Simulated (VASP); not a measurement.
Set up this calculation in VASP 6.6.1, as the native input.

```yaml
Task: single point
Functional: PBE
Potentials_or_basis: VASP PAW PBE potentials, release 64 (In_d, Se)
Cutoff: 520 eV
k_mesh: 10 × 10 × 14
Occupations: gaussian, width 0.1 eV
Spin: no spin polarisation
Dipole_correction: no
Further_INCAR_settings: ALGO = Normal; EDIFF = 1e-07; NBANDS = 24
```

The structure of InSe3 lies in POSCAR:

```
InSe3
1.0
    4.9845186255      0.0000000000      0.0000000000
    0.0000000000      4.9845186255      0.0000000000
    0.0000000000      0.0000000000      3.5590746403
In Se
1 3
Direct
    0.0000000000      0.0000000000      0.0000000000
    0.0000000000      0.5000000000      0.5000000000
    0.5000000000      0.0000000000      0.5000000000
    0.5000000000      0.5000000000      0.0000000000
```

These files were run (other wordings do the same):

INCAR

```
PREC = Accurate
ENCUT = 520
EDIFF = 1E-7
ISMEAR = 0
SIGMA = 0.1
LREAL = F
LASPH = T
NELM = 60
ALGO = Normal
ISIF = 2
LWAVE = F
LCHARG = F
GGA = PE
NBANDS = 24
```

KPOINTS

```
Automatic mesh
0
Gamma
  10 10 14
```

Potentials or basis: VASP PAW PBE potentials, release 64 (In_d, Se).

The run is started by

```sh
$ cat potpaw_PBE.64/In_d/POTCAR potpaw_PBE.64/Se/POTCAR > POTCAR
$ mpirun -np 1 vasp_std > vasp.out
```

It gave:

| Property | Result |
| --- | --- |
| Pressure | 0.0 GPa |
| Band gap on the k mesh | zero (an odd number of electrons rules out a gap without spin polarisation) |

Caveat: spin-orbit coupling is left out, which moves the levels of the heavy elements.

Run time: 5 min on 1 thread of Intel Xeon 8259CL, with other jobs on the host, peak memory 0.44 GiB.
